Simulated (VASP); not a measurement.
# PbS (Cmc2_1) in VASP: further runs

PbS is run at these levels: PBEsol; tasks: single point.

Everything below comes from runs of VASP 6.6.1. Logs are shortened: lines on timing, memory, paths and dates and some standing lists are left out, and cuts for length are marked.

## Step 1: The cell of the first run

It takes space group Cmc2_1 (No. 36, orthorhombic). The conventional cell has a = 4.114 Å, b = 7.132 Å, c = 7.560 Å, α = 90.00°, β = 90.00°, γ = 90.00°. Pb (site symmetry m) has 6 S at 2.84 to 3.26 Å within 3.7 Å. Within 3.7 Å of S (site symmetry m) lie 6 Pb at 2.84 to 3.26 Å.

## Step 2: Single point, PBEsol

INCAR

```
SYSTEM = PbS
PREC = Accurate
ENCUT = 520
EDIFF = 1E-7
ISMEAR = -1
SIGMA = 0.02
LREAL = .FALSE.
LASPH = .TRUE.
NELM = 60
ALGO = Normal
ISIF = 2
LWAVE = .FALSE.
LCHARG = .FALSE.
GGA = PS
NBANDS = 28
```

KPOINTS

```
regular mesh
0
G
  6 6 4
  0 0 0
```

POSCAR

```
PbS
1.0
    2.0569418400     -3.5658292700      0.0000000000
    2.0569418400      3.5658292700      0.0000000000
    0.0000000000      0.0000000000      7.5599447400
Pb S
2 2
Direct
    0.0010316600      0.9989683400      0.4867318100
    0.9989683400      0.0010316600      0.9867318100
    0.6671454800      0.3328545200      0.6924681900
    0.3328545200      0.6671454800      0.1924681900
```

Potentials or basis: VASP PAW PBE potentials, release 64 (Pb_d, S).

Launch:

```bash
$ cat potpaw_PBE.64/Pb_d/POTCAR potpaw_PBE.64/S/POTCAR > POTCAR
$ mpirun -np 1 vasp_std > vasp.out
```

OUTCAR:

```text
SYSTEM = PbS
   PREC = Accurate
   ENCUT = 520
   EDIFF = 1E-7
   ISMEAR = -1
   LREAL = .FALSE.
   LASPH = .TRUE.
   NELM = 60
   ISIF = 2
   GGA = PS

 ion  position               nearest neighbor table
   1  0.001  0.999  0.487-   3 2.84   3 2.84   3 2.84   4 3.25   4 3.26   4 3.26   2 3.78   2 3.78

   2  0.999  0.001  0.987-   4 2.84   4 2.84   4 2.84   3 3.25   3 3.26   3 3.26   1 3.78   1 3.78

   3  0.667  0.333  0.692-   1 2.84   1 2.84   1 2.84   2 3.25   2 3.26   2 3.26
   4  0.333  0.667  0.192-   2 2.84   2 2.84   2 2.84   1 3.25   1 3.26   1 3.26

  LATTYP: Found a base centered orthorhombic cell.
 ALAT       =     4.1138836800
 B/A-ratio  =     1.7335586260
 C/A-ratio  =     1.8376661394

  Lattice vectors:

 A1 = (   2.0569418400,  -3.5658292700,   0.0000000000)
 A2 = (   2.0569418400,   3.5658292700,   0.0000000000)
 A3 = (   0.0000000000,   0.0000000000,   7.5599447400)

Analysis of symmetry for initial positions (statically):
=====================================================================
 Subroutine PRICEL returns:
 Original cell was already a primitive cell.

 Routine SETGRP: Setting up the symmetry group for a
 base centered orthorhombic supercell.

 Subroutine GETGRP returns: Found  4 space group operations
 (whereof  2 operations were pure point group operations)
 out of a pool of  8 trial point group operations.

The static configuration has the point symmetry C_1h.
 The point group associated with its full space group is C_2v.

Analysis of symmetry for dynamics (positions and initial velocities):
=====================================================================
 Subroutine PRICEL returns:
 Original cell was already a primitive cell.

 Routine SETGRP: Setting up the symmetry group for a
 base centered orthorhombic supercell.

 Subroutine GETGRP returns: Found  4 space group operations
 (whereof  2 operations were pure point group operations)
 out of a pool of  8 trial point group operations.

The dynamic configuration has the point symmetry C_1h.
 The point group associated with its full space group is C_2v.

 Subroutine INISYM returns: Found  4 space group operations
 (whereof  2 operations are pure point group operations),
 and found     1 'primitive' translations

----------------------------------------------------------------------------------------

                                     Primitive cell

  volume of cell :     110.8999

  direct lattice vectors                    reciprocal lattice vectors
     2.056941840 -3.565829270  0.000000000     0.243079308 -0.140219837  0.000000000
     2.056941840  3.565829270  0.000000000     0.243079308  0.140219837  0.000000000
     0.000000000  0.000000000  7.559944740     0.000000000  0.000000000  0.132276099

  length of vectors
     4.116569945  4.116569945  7.559944740     0.280622795  0.280622795  0.132276099

  position of ions in fractional coordinates (direct lattice)
     0.001031660  0.998968340  0.486731810
     0.998968340  0.001031660  0.986731810
     0.667145480  0.332854520  0.692468190
     0.332854520  0.667145480  0.192468190

  ion indices of the primitive-cell ions
   primitive index   ion index
                 1           1
                 2           2
                 3           3
                 4           4

----------------------------------------------------------------------------------------

 KPOINTS: regular mesh

Automatic generation of k-mesh.
 Grid dimensions read from file:
 generate k-points for:    6    6    4

 Generating k-lattice:

  Cartesian coordinates                     Fractional coordinates (reciprocal lattice)
     0.040513218 -0.023369973  0.000000000     0.166666667  0.000000000  0.000000000
     0.040513218  0.023369973  0.000000000     0.000000000  0.166666667  0.000000000
     0.000000000  0.000000000  0.033069025     0.000000000  0.000000000  0.250000000

  Length of vectors
     0.046770466  0.046770466  0.033069025

  Shift w.r.t. Gamma in fractional coordinates (k-lattice)
     0.000000000  0.000000000  0.000000000

 Subroutine IBZKPT returns following result:
 ===========================================

 Found     39 irreducible k-points:

 Following reciprocal coordinates:
            Coordinates               Weight
  0.000000  0.000000  0.000000      1.000000
  0.166667  0.000000  0.000000      4.000000
  0.333333  0.000000  0.000000      4.000000
  0.500000  0.000000  0.000000      2.000000
  0.166667  0.166667  0.000000      2.000000
  0.333333  0.166667  0.000000      4.000000
[... 16 lines left out ...]
  0.333333  0.333333  0.250000      4.000000
  0.500000  0.333333  0.250000      8.000000
 [... further k-points ...]
   k-points           NKPTS =     39   k-points in BZ     NKDIM =     39   number of bands    NBANDS=     28
   number of dos      NEDOS =    301   number of ions     NIONS =      4
   total plane-waves  NPLWV =  57344
   dimension x,y,z NGX =    32 NGY =   32 NGZ =   56
   dimension x,y,z NGXF=    64 NGYF=   64 NGZF=  112
   ions per type =               2   2
   NGX,Y,Z   is equivalent  to a cutoff of  12.92, 12.92, 12.31 a.u.
   NGXF,Y,Z  is equivalent  to a cutoff of  25.85, 25.85, 24.63 a.u.
 SYSTEM =  PbS
   PREC   = accura    normal or accurate (medium, high low for compatibility)
   ISTART =      0    job   : 0-new  1-cont  2-samecut
   ICHARG =      2    charge: 1-file 2-atom 10-const
   ISPIN  =      1    spin polarized calculation?
   LNONCOLLINEAR =      F non collinear calculations
   LSORBIT =      F    spin-orbit coupling
   LASPH  =      T    aspherical Exc in radial PAW
   ENCUT  =  520.0 eV  38.22 Ry    6.18 a.u.   7.65  7.65 14.06*2*pi/ulx,y,z
   NELM   =     60;   NELMIN=  2; NELMDL= -5     # of ELM steps
   EDIFF  = 0.1E-06   stopping-criterion for ELM
   LREAL  =      F    real-space projection
   EDIFFG = 0.1E-05   stopping-criterion for IOM
   NSW    =      0    number of steps for IOM
   IBRION =     -1    ionic relax: 0-MD 1-quasi-New 2-CG
   NFREE  =      0    steps in history (QN), initial steepest desc. (CG)
   ISIF   =      2    stress and relaxation
   ISYM   =      2    0-nonsym 1-usesym 2-fastsym
   POTIM  = 0.5000    time-step for ionic-motion
   TEBEG  =    0.0;   TEEND  =   0.0 temperature during run
   PSTRESS=    0.0 pullay stress
   NELECT =      40.0000    total number of electrons
   NUPDOWN=      -1.0000    fix difference up-down
   EMIN   =  10.00;   EMAX   =-10.00  energy-range for DOS
   EFERMI =   0.00;   METHOD = LEGACY
   ISMEAR =    -1;   SIGMA  =   0.02  broadening in eV -4-tet -1-fermi 0-gaus
   EFERMI_NEDOS =   21; number of points for ismear=-14 and -15
   IALGO  =     38    algorithm
   IMIX   =      4    mixing-type and parameters
     AMIX     =   0.40;   BMIX     =  1.00
     AMIX_MAG =   1.60;   BMIX_MAG =  1.00
  volume/ion in A,a.u.               =      27.72       187.10
  Fermi-wavevector in a.u.,A,eV,Ry     =   1.165336  2.202165 18.476815  1.358008
  Thomas-Fermi vector in A             =   2.301863
   LORBIT       =      0    0 simple, 1 ext, 2 COOP (PROOUT), +10 PAW based schemes
   GGA     = PS    functional components
   LHFCALC =     F    Hartree Fock is set to
   AEXX    =    0.0000 exact exchange contribution
   IVDW    =     0    specifies the selected vdW correction
   LEPSILON=     F    determine dielectric tensor
   LRPA    =     F    only Hartree local field effects (RPA)
 non-spin polarized calculation
  energy-cutoff  :      520.00
  volume of cell :      110.90
 maximum number of plane-waves:      3040
 NGX is ok and might be reduce to    32
   NGX = 15   NGY = 15   NGZ = 29

 number of electron      39.9999996 magnetization

 Free energy of the ion-electron system (eV)
  ---------------------------------------------------
  ext. energy  EPLUGINS =         0.00000000
  ---------------------------------------------------
  free energy    TOTEN  =       -18.62454759 eV

  energy without entropy =      -18.62454689  energy(sigma->0) =      -18.62454724

 E-fermi :   5.1760     XC(G=0):  -9.5635

 val. band max:        4.9807788440   @ k =   0.3333   0.3333   0.0000
 cond. band min:       5.3785658955   @ k =   0.5000   0.5000   0.0000
 fundamental gap:      0.3977870515
 Fermi energy:         5.1759566792

 k-point     1 :       0.0000    0.0000    0.0000
  band No.  band energies     occupation
      1     -11.7983      2.00000
      2     -11.7553      2.00000
      3     -11.7550      2.00000
      4     -11.7414      2.00000
      5     -11.7411      2.00000
      6     -11.7162      2.00000
[... 20 lines left out ...]
     27      11.9412      0.00000
     28      12.7049      0.00000

 k-point     2 :       0.1667    0.0000    0.0000
  band No.  band energies     occupation
      1     -11.7924      2.00000
      2     -11.7774      2.00000
      3     -11.7485      2.00000
      4     -11.7438      2.00000
      5     -11.7269      2.00000
      6     -11.7263      2.00000
[... 20 lines left out ...]
     27      11.1245      0.00000
     28      11.8891      0.00000

 k-point     3 :       0.3333    0.0000    0.0000
  band No.  band energies     occupation
      1     -11.8341      2.00000
      2     -11.7778      2.00000
      3     -11.7669      2.00000
      4     -11.7368      2.00000
      5     -11.7331      2.00000
      6     -11.6993      2.00000
[... 20 lines left out ...]
     27      11.1282      0.00000
     28      12.8469      0.00000

 k-point     4 :       0.5000    0.0000    0.0000
  band No.  band energies     occupation
      1     -11.8605      2.00000
      2     -11.7777      2.00000
      3     -11.7748      2.00000
      4     -11.7380      2.00000
      5     -11.7325      2.00000
      6     -11.7056      2.00000
[... 578 lines left out ...]
     27      11.3760      0.00000
     28      12.6272      0.00000

 k-point    23 :       0.3333    0.3333    0.2500
  band No.  band energies     occupation
      1     -11.8055      2.00000
      2     -11.8055      2.00000
      3     -11.7446      2.00000
      4     -11.7270      2.00000
      5     -11.7269      2.00000
      6     -11.7077      2.00000
[... 20 lines left out ...]
     27      12.3575      0.00000
     28      12.3640      0.00000

 k-point    24 :       0.5000    0.3333    0.2500
  band No.  band energies     occupation
      1     -11.8289      2.00000
      2     -11.7820      2.00000
      3     -11.7526      2.00000
      4     -11.7360      2.00000
      5     -11.7256      2.00000
      6     -11.7083      2.00000
[... 20 lines left out ...]
     27      11.3723      0.00000
     28      12.6008      0.00000

 [... further k-points ...]
[... 5 lines left out ...]
  --------------------------------------------------------------------------------------
  -------------------------------------------------------------------------------------
  Total       -1.1928055     -1.2147466     -1.3714358      0.0000000      0.0000000      0.0000000
  in kB      -17.2325305    -17.5495146    -19.8132125      0.0000000      0.0000000      0.0000000
  external PRESSURE =     -18.1984192 kB  Pullay stress =       0.0000000 kB

 VOLUME and BASIS-vectors are now :
 -----------------------------------------------------------------------------
  energy-cutoff  :      520.00
  volume of cell :      110.90
      direct lattice vectors                 reciprocal lattice vectors
     2.056941840 -3.565829270  0.000000000     0.243079308 -0.140219837  0.000000000
     2.056941840  3.565829270  0.000000000     0.243079308  0.140219837  0.000000000
     0.000000000  0.000000000  7.559944740     0.000000000  0.000000000  0.132276099

 POSITION                                       TOTAL-FORCE (eV/Angst)
 -----------------------------------------------------------------------------------
      2.05694      3.55847      3.67967         0.000000      0.005744      0.001414
      2.05694     -3.55847      7.45964         0.000000     -0.005744      0.001414
      2.05694     -1.19202      5.23502         0.000000     -0.003437     -0.001414
      2.05694      1.19202      1.45505         0.000000      0.003437     -0.001414
 -----------------------------------------------------------------------------------
    total drift:                               -0.000000     -0.000000      0.000219

  FREE ENERGIE OF THE ION-ELECTRON SYSTEM (eV)
  ---------------------------------------------------
  free  energy   TOTEN  =       -18.6245475921 eV

  energy  without entropy=      -18.6245468884  energy(sigma->0) =      -18.62454724
```

Run time: 91 s. Hardware: 1 thread of Intel Xeon 6975P-C, shared host; peak memory 0.28 GiB.

What came out:

```
Free energy            : -18.6245 eV
Pressure               : -1.8 GPa
Largest force          : 0.006 eV/Å
Band gap on the k mesh : 0.40 eV, indirect (least direct gap 1.15 eV)
```

Forces on the atoms (eV/Å):
```
Pb   0.000  0.006  0.001
Pb   0.000 -0.006  0.001
S    0.000 -0.003 -0.001
S    0.000  0.003 -0.001
```

Caveat: the PAW data sets were made with another functional, which shifts forces and pressure a little; spin-orbit coupling is left out, which moves the levels of the heavy elements. A k mesh can miss the band edges.

## Step 3: Single point, PBEsol

This run uses another cell than the first one, of 28.42 Å³/atom, 1.025 times its volume.

INCAR

```
PREC = Accurate
ENCUT = 520
EDIFF = 1E-6
ISMEAR = -1
SIGMA = 0.02
LREAL = F
LASPH = T
NELM = 100
ALGO = Normal
ISIF = 2
LWAVE = F
LCHARG = T
GGA = PS
LELF = T
LVHAR = T
NBANDS = 28
```

KPOINTS

```
Automatic mesh
0
Gamma
  6 6 4
```

POSCAR

```
PbS
1.0
    2.0739421303     -3.5953002699      0.0000000000
    2.0739421303      3.5953002699      0.0000000000
    0.0000000000      0.0000000000      7.6224264556
Pb S
2 2
Direct
    0.0010316600      0.9989683400      0.4867318100
    0.9989683400      0.0010316600      0.9867318100
    0.6671454800      0.3328545200      0.6924681900
    0.3328545200      0.6671454800      0.1924681900
```

Potentials or basis: VASP PAW PBE potentials, release 64 (Pb_d, S).

Launch:

```bash
$ cat potpaw_PBE.64/Pb_d/POTCAR potpaw_PBE.64/S/POTCAR > POTCAR
$ mpirun -np 1 vasp_std > vasp.out
```

It took 85 s on 1 thread of Intel Xeon 6975P-C, shared host; peak memory 0.29 GiB.

It converged, with:

```yaml
Free_energy: -18.5843 eV
Pressure: -2.9 GPa
Largest_force: 0.085 eV/Å
Band_gap_on_the_k_mesh: 0.46 eV, indirect (least direct gap 1.14 eV)
```

Forces in eV/Å, atoms in the order of the input:
```
Pb   0.000  0.004  0.084
Pb   0.000 -0.004  0.084
S    0.000 -0.003 -0.084
S    0.000  0.003 -0.084
```

Stress tensor (GPa, compression positive):
```
-2.80  0.00  0.00
 0.00 -2.83  0.00
 0.00  0.00 -3.22
```

Levels at points of the mesh, in eV from the valence-band top:
```tsv
k point	band 18	band 19	band 20	band 21	band 22	band 23
(0.00, 0.00, 0.00)	-1.38	-1.37	-0.18	0.96	3.46	3.46
(0.50, 0.00, 0.00)	-1.70	-1.40	-0.85	0.46	2.46	2.79
(0.50, 0.50, 0.00)	-1.70	-1.41	-0.83	0.46	2.47	2.79
(0.00, 0.00, 0.50)	-1.54	-1.32	-1.32	2.56	2.56	3.52
(0.50, 0.00, 0.50)	-2.32	-2.27	-2.27	2.36	2.36	3.26
(0.50, 0.50, 0.50)	-2.31	-2.27	-2.27	2.36	2.36	3.27
```

Caveat: the PAW data sets were made with another functional, which shifts forces and pressure a little; spin-orbit coupling is left out, which moves the levels of the heavy elements. A k mesh can miss the band edges.
